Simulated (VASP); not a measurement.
Write the native input for VASP 6.6.1 that does the following.

* Task: single point
* Functional: PBE
* Dispersion: D3(BJ)
* Potentials or basis: VASP PAW PBE potentials, release 64 (Al, As)
* Cutoff: 500 eV
* k mesh: 8 × 8 × 8
* Occupations: gaussian, width 0.05 eV
* Spin: no spin polarisation
* Dipole correction: no
* Further INCAR settings: ALGO = Normal; EDIFF = 1e-06; NBANDS = 11

The structure of AlAs lies in POSCAR:

```
AlAs
1.0
    0.0000000000      2.8151470452      2.8151470452
    2.8151470452      0.0000000000      2.8151470452
    2.8151470452      2.8151470452      0.0000000000
Al As
1 1
Direct
    0.0000000000      0.0000000000      0.0000000000
    0.7500000000      0.7500000000      0.7500000000
```

This cell differs from its parent crystal: volume scaled by 0.98.

These files were run (other wordings do the same):

INCAR

```
ALGO = Normal
EDIFF = 1E-6
ENCUT = 500
GGA = PE
GGA_COMPAT = False
ISIF = 2
ISMEAR = 0
IVDW = 12
LASPH = True
LCHARG = False
LREAL = False
LWAVE = False
NBANDS = 11
NELM = 120
PREC = Accurate
SIGMA = 0.05
```

KPOINTS

```
k-points
0
Gamma
  8 8 8
```

Potentials or basis: VASP PAW PBE potentials, release 64 (Al, As).

Launch:

```bash
$ cat potpaw_PBE.64/Al/POTCAR potpaw_PBE.64/As/POTCAR > POTCAR
$ mpirun -np 1 vasp_std > vasp.out
```

Results of the run:

- Pressure: 1.6 GPa
- Band gap on the k mesh: 1.41 eV, indirect (least direct gap 2.19 eV)
- Dispersion energy per atom: -0.323 eV

Caveat: three body term missing.

It took 12 s on 1 thread of Intel(R) Xeon(R) Platinum 8259CL CPU @ 2.50GHz (Skylake/Cascade Lake), on a shared host, peak memory 0.18 GiB.
